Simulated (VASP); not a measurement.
Set up this calculation in VASP 6.6.1, as the native input.

- Task: single point
- Functional: PBEsol
- Potentials or basis: VASP PAW PBE potentials, release 64 (Sn_d)
- Cutoff: 520 eV
- k mesh: 6 × 6 × 4
- Occupations: gaussian, width 0.1 eV
- Spin: no spin polarisation
- Dipole correction: no
- Further INCAR settings: ALGO = Normal; EDIFF = 1e-06; NBANDS = 21

The structure of Sn lies in POSCAR:

```
Sn
1.0
    2.6339095860      0.0000000000      0.0000000000
   -1.3169547930      2.2810326128      0.0000000000
    0.0000000000      0.0000000000      4.1691170157
Sn
2
Direct
    0.3333333333      0.6666666667      0.2500000000
    0.6666666667      0.3333333333      0.7500000000
```

This isn't the form of Sn at room conditions, which is tetragonal (white tin).

These files were run (other wordings do the same):

INCAR

```
ALGO     = Normal         # electronic algorithm
EDIFF    = 1E-6           # SCF threshold, eV
ENCUT    = 520            # plane-wave cutoff, eV
GGA      = PS             # functional
ISIF     = 2              # what is computed and relaxed
ISMEAR   = 0              # smearing method
LASPH    = T              # aspherical terms in the spheres
LCHARG   = F              # write CHGCAR
LREAL    = F              # projectors in reciprocal space
LWAVE    = F              # write WAVECAR
NBANDS   = 21             # bands
NELM     = 60             # most SCF steps
PREC     = Accurate       # precision mode
SIGMA    = 0.1            # smearing width, eV
```

KPOINTS

```
k-points
0
Gamma
  6 6 4
```

Potentials or basis: VASP PAW PBE potentials, release 64 (Sn_d).

Run with:

```bash
$ cat potpaw_PBE.64/Sn_d/POTCAR > POTCAR
$ mpirun -np 1 vasp_std > vasp.out
```

It gave:

```yaml
Pressure: 243.7 GPa
Band_gap_on_the_k_mesh: zero (bands 14 and 15 overlap by 13.90 eV)
```

Caveat: the k points lie up to 0.46 Å⁻¹ apart, too coarse for converged energies and pressures of a metal; the PAW data sets were made with another functional, which shifts forces and pressure a little; spin-orbit coupling is left out, which moves the levels of the heavy elements.

Run time: 8.6 s on 1 thread of Intel Xeon 8259CL, on a shared host, peak memory 0.14 GiB.
